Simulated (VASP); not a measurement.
Wanted: the native input for a VASP 6.6.1 run.

```yaml
Task: single point
Functional: PBE
Potentials_or_basis: VASP PAW PBE potentials, release 64 (B)
Cutoff: 520 eV
k_mesh: 6 × 6 × 6
Occupations: gaussian, width 0.1 eV
Spin: no spin polarisation
Dipole_correction: no
Further_INCAR_settings: ALGO = Normal; EDIFF = 1e-07; NBANDS = 22
```

The structure of B lies in POSCAR:

```
B
1.0
   -2.4958170228      2.4958170228      2.4958170228
    2.4958170228     -2.4958170228      2.4958170228
    2.4958170228      2.4958170228     -2.4958170228
B
8
Direct
    0.2500000000      0.2500000000      0.2500000000
    0.5000000000      0.0000000000      0.2500000000
    0.0000000000      0.2500000000      0.5000000000
    0.2500000000      0.5000000000      0.0000000000
    0.7500000000      0.7500000000      0.7500000000
    0.5000000000      0.0000000000      0.7500000000
    0.0000000000      0.7500000000      0.5000000000
    0.7500000000      0.5000000000      0.0000000000
```

One way to write it, as run:

INCAR

```
SYSTEM = B
  ALGO = Normal
  EDIFF = 1E-7
  ENCUT = 520
  GGA = PE
  ISIF = 2
  ISMEAR = 0
  LASPH = .TRUE.
  LCHARG = .FALSE.
  LREAL = .FALSE.
  LWAVE = .FALSE.
  NBANDS = 22
  NELM = 60
  PREC = Accurate
  SIGMA = 0.1
```

KPOINTS

```
k-points
0
G
  6 6 6
  0 0 0
```

Potentials or basis: VASP PAW PBE potentials, release 64 (B).

Command:

```console
$ cat potpaw_PBE.64/B/POTCAR > POTCAR
$ mpirun -np 1 vasp_std > vasp.out
```

Results of the run:

```yaml
Pressure: 0.0 GPa
Band_gap_on_the_k_mesh: zero (band 12 reaches 5.70 eV, above the bottom of band 13 at 1.25 eV)
```

Run time: 11 s on 1 thread of Intel(R) Xeon(R) 6975P-C (Granite Rapids), on a shared host, peak memory 0.16 GiB.
